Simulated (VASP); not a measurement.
# Zn5O (P4/mmm) in VASP: notebook

Runs on Zn5O. Level: PBE. Tasks: relaxation of cell and atoms, single point.

Program: VASP 6.6.1. These are calculated values, not measurements. Logs are shortened: lines on timing, memory, paths and dates and some standing lists are left out, and cuts for length are marked.

## (1) The cell of the first run

It takes space group P4/mmm (No. 123, tetragonal). Conventional cell: a = 5.026 Å, b = 5.026 Å, c = 3.909 Å, α = 90.00°, β = 90.00°, γ = 90.00°. Within 2.6 Å of Zn (site symmetry m2m) lie 3 Zn at 1.99 to 2.21 Å and 2 O at 2.50 Å. Within 2.6 Å of Zn (site symmetry 4/mmm) lie 4 Zn at 1.99 Å. Within 3.3 Å of O (site symmetry 4/mmm) lie 8 Zn at 2.50 Å.

The cell was built from a structure type or drawn by symmetry, and may not be a known phase.

## (2) Relaxation of cell and atoms, PBE

INCAR reads:

```
PREC     = Accurate       # precision mode
ENCUT    = 600            # plane-wave cutoff, eV
EDIFF    = 1E-6           # SCF threshold, eV
ISMEAR   = 0              # smearing method
SIGMA    = 0.1            # smearing width, eV
LREAL    = F              # projectors in reciprocal space
LASPH    = T              # aspherical terms in the spheres
NELM     = 60             # most SCF steps
ALGO     = Normal         # electronic algorithm
ISIF     = 3              # what is computed and relaxed
LWAVE    = F              # write WAVECAR
LCHARG   = F              # write CHGCAR
GGA      = PE             # functional
IBRION   = 2              # ionic algorithm
NSW      = 90             # ionic steps
EDIFFG   = -0.04          # ionic threshold
```

KPOINTS reads:

```
regular mesh
0
Gamma
  4 4 4
```

POSCAR reads:

```
Zn5O
1.0
    5.0262401300      0.0000000000      0.0000000000
    0.0000000000      5.0262401300      0.0000000000
    0.0000000000      0.0000000000      3.9093016500
Zn O
5 1
Direct
    0.2803080000      0.2803080000      0.5000000000
    0.7196920000      0.7196920000      0.5000000000
    0.2803080000      0.7196920000      0.5000000000
    0.7196920000      0.2803080000      0.5000000000
    0.0000000000      0.0000000000      0.5000000000
    0.5000000000      0.5000000000      0.0000000000
```

Potentials or basis: VASP PAW PBE potentials, release 64 (Zn, O).

Started as:

```bash
> cat potpaw_PBE.64/Zn/POTCAR potpaw_PBE.64/O/POTCAR > POTCAR
> mpirun -np 1 vasp_std > vasp.out
```

OUTCAR:

```text
PREC = Accurate
   ENCUT = 600
   EDIFF = 1E-6
   ISMEAR = 0
   LREAL = F
   LASPH = T
   NELM = 60
   ISIF = 3
   GGA = PE
   IBRION = 2
   NSW = 90
   EDIFFG = -0.04

 ion  position               nearest neighbor table
   1  0.280  0.280  0.500-   5 1.99   4 2.21   3 2.21   6 2.50   6 2.50   3 2.82   4 2.82
   2  0.720  0.720  0.500-   5 1.99   4 2.21   3 2.21   6 2.50   6 2.50   4 2.82   3 2.82
   3  0.280  0.720  0.500-   5 1.99   2 2.21   1 2.21   6 2.50   6 2.50   1 2.82   2 2.82
   4  0.720  0.280  0.500-   5 1.99   2 2.21   1 2.21   6 2.50   6 2.50   1 2.82   2 2.82
   5  0.000  0.000  0.500-   1 1.99   2 1.99   3 1.99   4 1.99
   6  0.500  0.500  0.000-   1 2.50   2 2.50   3 2.50   4 2.50   1 2.50   2 2.50   3 2.50   4 2.50

  LATTYP: Found a simple tetragonal cell.
 ALAT       =     5.0262401300
 C/A-ratio  =     0.7777785281

  Lattice vectors:

 A1 = (   5.0262401300,   0.0000000000,   0.0000000000)
 A2 = (   0.0000000000,   5.0262401300,   0.0000000000)
 A3 = (   0.0000000000,   0.0000000000,   3.9093016500)

Analysis of symmetry for initial positions (statically):
=====================================================================
 Subroutine PRICEL returns:
 Original cell was already a primitive cell.

 Routine SETGRP: Setting up the symmetry group for a
 simple tetragonal supercell.

 Subroutine GETGRP returns: Found 16 space group operations
 (whereof 16 operations were pure point group operations)
 out of a pool of 16 trial point group operations.

The static configuration has the point symmetry D_4h.

Analysis of symmetry for dynamics (positions and initial velocities):
=====================================================================
 Subroutine PRICEL returns:
 Original cell was already a primitive cell.

 Routine SETGRP: Setting up the symmetry group for a
 simple tetragonal supercell.

 Subroutine GETGRP returns: Found 16 space group operations
 (whereof 16 operations were pure point group operations)
 out of a pool of 16 trial point group operations.

The dynamic configuration has the point symmetry D_4h.

 Subroutine INISYM returns: Found 16 space group operations
 (whereof 16 operations are pure point group operations),
 and found     1 'primitive' translations

----------------------------------------------------------------------------------------

                                     Primitive cell

  volume of cell :      98.7610

  direct lattice vectors                    reciprocal lattice vectors
     5.026240130  0.000000000  0.000000000     0.198955874  0.000000000  0.000000000
     0.000000000  5.026240130  0.000000000     0.000000000  0.198955874  0.000000000
     0.000000000  0.000000000  3.909301650     0.000000000  0.000000000  0.255800163

  length of vectors
     5.026240130  5.026240130  3.909301650     0.198955874  0.198955874  0.255800163

  position of ions in fractional coordinates (direct lattice)
     0.280308000  0.280308000  0.500000000
     0.719692000  0.719692000  0.500000000
     0.280308000  0.719692000  0.500000000
     0.719692000  0.280308000  0.500000000
     0.000000000  0.000000000  0.500000000
     0.500000000  0.500000000  0.000000000

  ion indices of the primitive-cell ions
   primitive index   ion index
                 1           1
                 2           2
                 3           3
                 4           4
                 5           5
                 6           6

----------------------------------------------------------------------------------------

 KPOINTS: regular mesh

Automatic generation of k-mesh.
 Grid dimensions read from file:
 generate k-points for:    4    4    4

 Generating k-lattice:

  Cartesian coordinates                     Fractional coordinates (reciprocal lattice)
     0.049738969  0.000000000  0.000000000     0.250000000  0.000000000  0.000000000
     0.000000000  0.049738969  0.000000000     0.000000000  0.250000000  0.000000000
     0.000000000  0.000000000  0.063950041     0.000000000  0.000000000  0.250000000

  Length of vectors
     0.049738969  0.049738969  0.063950041

  Shift w.r.t. Gamma in fractional coordinates (k-lattice)
     0.000000000  0.000000000  0.000000000

 Subroutine IBZKPT returns following result:
 ===========================================

 Found     18 irreducible k-points:

 Following reciprocal coordinates:
            Coordinates               Weight
  0.000000  0.000000  0.000000      1.000000
  0.250000  0.000000  0.000000      4.000000
  0.500000  0.000000  0.000000      2.000000
  0.250000  0.250000  0.000000      4.000000
  0.500000  0.250000  0.000000      4.000000
  0.500000  0.500000  0.000000      1.000000
[... 10 lines left out ...]
  0.500000  0.250000  0.500000      4.000000
  0.500000  0.500000  0.500000      1.000000
   k-points           NKPTS =     18   k-points in BZ     NKDIM =     18   number of bands    NBANDS=     39
   number of dos      NEDOS =    301   number of ions     NIONS =      6
   total plane-waves  NPLWV =  51200
   dimension x,y,z NGX =    40 NGY =   40 NGZ =   32
   dimension x,y,z NGXF=    80 NGYF=   80 NGZF=   64
   ions per type =               5   1
   NGX,Y,Z   is equivalent  to a cutoff of  13.23, 13.23, 13.61 a.u.
   NGXF,Y,Z  is equivalent  to a cutoff of  26.46, 26.46, 27.22 a.u.
 SYSTEM =  unknown system
   PREC   = accura    normal or accurate (medium, high low for compatibility)
   ISTART =      0    job   : 0-new  1-cont  2-samecut
   ICHARG =      2    charge: 1-file 2-atom 10-const
   ISPIN  =      1    spin polarized calculation?
   LNONCOLLINEAR =      F non collinear calculations
   LSORBIT =      F    spin-orbit coupling
   LASPH  =      T    aspherical Exc in radial PAW
   ENCUT  =  600.0 eV  44.10 Ry    6.64 a.u.  10.04 10.04  7.81*2*pi/ulx,y,z
   NELM   =     60;   NELMIN=  2; NELMDL= -5     # of ELM steps
   EDIFF  = 0.1E-05   stopping-criterion for ELM
   LREAL  =      F    real-space projection
   EDIFFG = -.4E-01   stopping-criterion for IOM
   NSW    =     90    number of steps for IOM
   IBRION =      2    ionic relax: 0-MD 1-quasi-New 2-CG
   NFREE  =      1    steps in history (QN), initial steepest desc. (CG)
   ISIF   =      3    stress and relaxation
   ISYM   =      2    0-nonsym 1-usesym 2-fastsym
   POTIM  = 0.5000    time-step for ionic-motion
   TEBEG  =    0.0;   TEEND  =   0.0 temperature during run
   PSTRESS=    0.0 pullay stress
   NELECT =      66.0000    total number of electrons
   NUPDOWN=      -1.0000    fix difference up-down
   EMIN   =  10.00;   EMAX   =-10.00  energy-range for DOS
   EFERMI =   0.00;   METHOD = LEGACY
   ISMEAR =     0;   SIGMA  =   0.10  broadening in eV -4-tet -1-fermi 0-gaus
   EFERMI_NEDOS =   21; number of points for ismear=-14 and -15
   IALGO  =     38    algorithm
   IMIX   =      4    mixing-type and parameters
     AMIX     =   0.40;   BMIX     =  1.00
     AMIX_MAG =   1.60;   BMIX_MAG =  1.00
  volume/ion in A,a.u.               =      16.46       111.08
  Fermi-wavevector in a.u.,A,eV,Ry     =   1.431290  2.704746 27.872768  2.048591
  Thomas-Fermi vector in A             =   2.551042
   LORBIT       =      0    0 simple, 1 ext, 2 COOP (PROOUT), +10 PAW based schemes
   GGA     = PE    functional components
   LHFCALC =     F    Hartree Fock is set to
   AEXX    =    0.0000 exact exchange contribution
   IVDW    =     0    specifies the selected vdW correction
   LEPSILON=     F    determine dielectric tensor
   LRPA    =     F    only Hartree local field effects (RPA)
 conjugate gradient relaxation of ions
 non-spin polarized calculation
 Gauss-broadening in eV      SIGMA  =   0.10
  energy-cutoff  :      600.00
  volume of cell :       98.76
 maximum number of plane-waves:      3316
   NGX = 21   NGY = 21   NGZ = 15

--------------------------------------- Ionic step        1  -------------------------------------------

 number of electron      65.9999972 magnetization

 Free energy of the ion-electron system (eV)
  ---------------------------------------------------
  ext. energy  EPLUGINS =         0.00000000
  ---------------------------------------------------
  free energy    TOTEN  =        -4.49945666 eV

  energy without entropy =       -4.49294847  energy(sigma->0) =       -4.49620257

------------------------ aborting loop because EDIFF is reached ----------------------------------------

  FORCE on cell =-STRESS in cart. coord.  units (eV):
  Direction    XX          YY          ZZ          XY          YZ          ZX
  --------------------------------------------------------------------------------------
  -------------------------------------------------------------------------------------
  Total       31.7455826     31.7455826     -5.3466505      0.0000000      0.0000000      0.0000000
  in kB      515.0011920    515.0011920    -86.7374653      0.0000000      0.0000000      0.0000000
  external PRESSURE =     314.4216396 kB  Pullay stress =       0.0000000 kB
[... 27 lines left out ...]
--------------------------------------- Ionic step        2  -------------------------------------------

 number of electron      66.0000144 magnetization

 E-fermi :  -0.2137     XC(G=0):  -8.4645

 val. band max:       -0.2608142068   @ k =   0.5000   0.0000   0.2500
 cond. band min:      -0.1419836564   @ k =   0.2500   0.2500   0.5000
 fundamental gap:      0.1188305504
 Fermi energy:        -0.2137172190

 k-point     1 :       0.0000    0.0000    0.0000
  band No.  band energies     occupation
      1     -17.1298      2.00000
      2      -7.6243      2.00000
      3      -7.5708      2.00000
      4      -7.4360      2.00000
      5      -7.3376      2.00000
      6      -7.3376      2.00000
[... 818 lines left out ...]
  FREE ENERGIE OF THE ION-ELECTRON SYSTEM (eV)
  ---------------------------------------------------
  free  energy   TOTEN  =        -8.9687140904 eV

  energy  without entropy=       -8.9629339674  energy(sigma->0) =       -8.96582403

 E-fermi :   1.3273     XC(G=0):  -9.9094

 val. band max:        1.3047408556   @ k =   0.5000   0.0000   0.5000
 cond. band min:       1.3610954596   @ k =   0.5000   0.0000   0.5000
 fundamental gap:      0.0563546040
 Fermi energy:         1.3273469873

 k-point     1 :       0.0000    0.0000    0.0000
  band No.  band energies     occupation
      1     -17.3661      2.00000
      2      -6.6747      2.00000
      3      -6.5659      2.00000
      4      -6.5400      2.00000
      5      -6.3896      2.00000
      6      -6.3896      2.00000
[... 745 lines left out ...]
     38       5.3516      0.00000
     39       5.3516      0.00000

[... ionic steps 4 to 13 ...]

--------------------------------------- Ionic step       14  -------------------------------------------

 number of electron      66.0000083 magnetization

------------------------ aborting loop because EDIFF is reached ----------------------------------------
[... 75 lines left out ...]
--------------------------------------- Ionic step       16  -------------------------------------------

 number of electron      66.0000078 magnetization

 Free energy of the ion-electron system (eV)
  ---------------------------------------------------
  ext. energy  EPLUGINS =         0.00000000
  ---------------------------------------------------
  free energy    TOTEN  =       -10.04466687 eV

  energy without entropy =      -10.03606332  energy(sigma->0) =      -10.04036510

 E-fermi :   1.5990     XC(G=0): -10.1740

 val. band max:        1.5766950377   @ k =   0.2500   0.0000   0.0000
 cond. band min:       1.6223418375   @ k =   0.5000   0.0000   0.0000
 fundamental gap:      0.0456467998
 Fermi energy:         1.5989741420

 k-point     1 :       0.0000    0.0000    0.0000
  band No.  band energies     occupation
      1     -17.3085      2.00000
      2      -6.5088      2.00000
      3      -6.3905      2.00000
      4      -6.3664      2.00000
      5      -6.2510      2.00000
      6      -6.2510      2.00000
[... 778 lines left out ...]
  FREE ENERGIE OF THE ION-ELECTRON SYSTEM (eV)
  ---------------------------------------------------
  free  energy   TOTEN  =       -10.0446668712 eV

  energy  without entropy=      -10.0360633249  energy(sigma->0) =      -10.04036510

 reached required accuracy - stopping structural energy minimisation
```

It took 28 min on 1 thread of Intel Xeon 8259CL, shared host; peak memory 0.26 GiB.

What came out:

```
Free energy                           : -10.0447 eV
Relaxed volume                        : 17.65 Å³/atom
Relaxed cell                          : a = 5.992 Å, b = 5.992 Å, c = 2.950 Å, α = 90.00°, β = 90.00°, γ = 90.00°
Space group after relaxing (to 0.1 Å) : P4/mmm (No. 123)
Pressure after relaxing               : -0.1 GPa
Largest force after relaxing          : 0.017 eV/Å
Band gap on the k mesh                : zero (bands 33 and 34 overlap by 2.06 eV)
```

Forces in eV/Å, atoms in the order of the input:
```
Zn   0.012  0.012  0.000
Zn  -0.012 -0.012  0.000
Zn   0.012 -0.012  0.000
Zn  -0.012  0.012  0.000
Zn   0.000  0.000  0.000
O    0.000  0.000  0.000
```

Final structure:
```cif
data_structure
_symmetry_space_group_name_H-M 'P 1'
_symmetry_Int_Tables_number 1
_cell_length_a 5.9917
_cell_length_b 5.9917
_cell_length_c 2.9503
_cell_angle_alpha 90.000
_cell_angle_beta 90.000
_cell_angle_gamma 90.000
_cell_volume 105.92
loop_
_atom_site_label
_atom_site_type_symbol
_atom_site_fract_x
_atom_site_fract_y
_atom_site_fract_z
_atom_site_occupancy
Zn1 Zn 0.28058 0.28058 0.50000 1
Zn2 Zn 0.71942 0.71942 0.50000 1
Zn3 Zn 0.28058 0.71942 0.50000 1
Zn4 Zn 0.71942 0.28058 0.50000 1
Zn5 Zn 0.00000 0.00000 0.50000 1
O1 O 0.50000 0.50000 0.00000 1
```

Levels at points of the mesh, in eV from the Fermi level:
| k point | band 30 | band 31 | band 32 | band 33 | band 34 | band 35 | band 36 | band 37 |
| --- | --- | --- | --- | --- | --- | --- | --- | --- |
| (0.00, 0.00, 0.00) | -2.72 | -2.47 | -2.47 | -2.12 | -1.75 | 0.20 | 2.43 | 2.43 |
| (0.50, 0.00, 0.00) | -4.80 | -3.13 | -2.70 | -0.26 | 0.02 | 0.22 | 1.92 | 3.84 |
| (0.50, 0.50, 0.00) | -3.70 | -2.72 | -2.72 | -2.70 | 2.35 | 2.72 | 3.16 | 3.16 |
| (0.00, 0.00, 0.50) | -3.31 | -1.73 | -0.62 | -0.62 | 1.25 | 2.59 | 2.59 | 2.65 |
| (0.50, 0.00, 0.50) | -3.41 | -1.19 | -0.50 | 0.19 | 0.36 | 0.40 | 0.89 | 2.51 |
| (0.50, 0.50, 0.50) | -2.89 | -2.08 | -2.08 | -0.86 | 1.48 | 1.57 | 2.10 | 2.10 |

Caveat: the k points lie up to 0.53 Å⁻¹ apart in the final cell, too coarse for converged energies and pressures of a metal; a cell axis changed by over 15 % at a fixed basis, so the end point is rough.

(Continued in part 2 of 2.)
